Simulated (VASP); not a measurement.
**Ga3P3: single point with PBE**

Ga3P3, in a box:

```
CELL_PARAMETERS angstrom
12.40000 0.00000 0.00000
0.00000 13.30000 0.00000
0.00000 0.00000 9.90000
ATOMIC_POSITIONS crystal
Ga 0.39281 0.44186 0.49739
Ga 0.61627 0.44375 0.48611
Ga 0.50409 0.62253 0.51422
P 0.50563 0.31127 0.50677
P 0.32687 0.59776 0.48602
P 0.68250 0.59929 0.50841
```

```json
{"Program": "VASP 6.6.1", "Task": "single point", "Functional": "PBE", "Potentials or basis": "VASP PAW PBE potentials, release 64 (Ga_d, P)", "Cutoff": "520 eV", "k mesh": "1 × 1 × 1", "Occupations": "gaussian, width 0.05 eV", "Spin": "collinear spin, ferromagnetic start", "Starting moments": "[0.4, 0.4, 0.4, 0.4, 0.4, 0.4] μB", "Dipole correction": "no", "Further INCAR settings": "ALGO = Normal; EDIFF = 1e-07; NBANDS = 40"}
```

- Largest force: 0.050 eV/Å
- Gap between the frontier levels: 0.67 eV
- Net moment: 0.00 μB per cell
- Valence electrons inside the program's atomic spheres: Ga 11.66, 11.65; P 2.47

Forces in eV/Å, atoms in the order of the input:
```
Ga  -0.007 -0.027  0.015
Ga   0.011 -0.001  0.008
Ga   0.025  0.003  0.018
P   -0.025  0.041 -0.014
P    0.011 -0.022 -0.016
P   -0.014  0.006 -0.012
```

Levels at points of the mesh, in eV from the valence-band top:
Spin up:
| k point | band 25 | band 26 | band 27 | band 28 | band 29 | band 30 |
| --- | --- | --- | --- | --- | --- | --- |
| (0.00, 0.00, 0.00) | -1.23 | -0.07 | 0.00 | 0.67 | 2.87 | 3.06 |
Spin down:
| k point | band 24 | band 25 | band 26 | band 27 | band 28 | band 29 | band 30 | band 31 |
| --- | --- | --- | --- | --- | --- | --- | --- | --- |
| (0.00, 0.00, 0.00) | -1.42 | -1.23 | -0.07 | 0.00 | 0.67 | 2.87 | 3.06 | 3.14 |

Run time: 6.3 min on 1 thread of Intel(R) Xeon(R) Platinum 8488C (Sapphire Rapids), with other jobs on the host, peak memory 1.7 GiB.
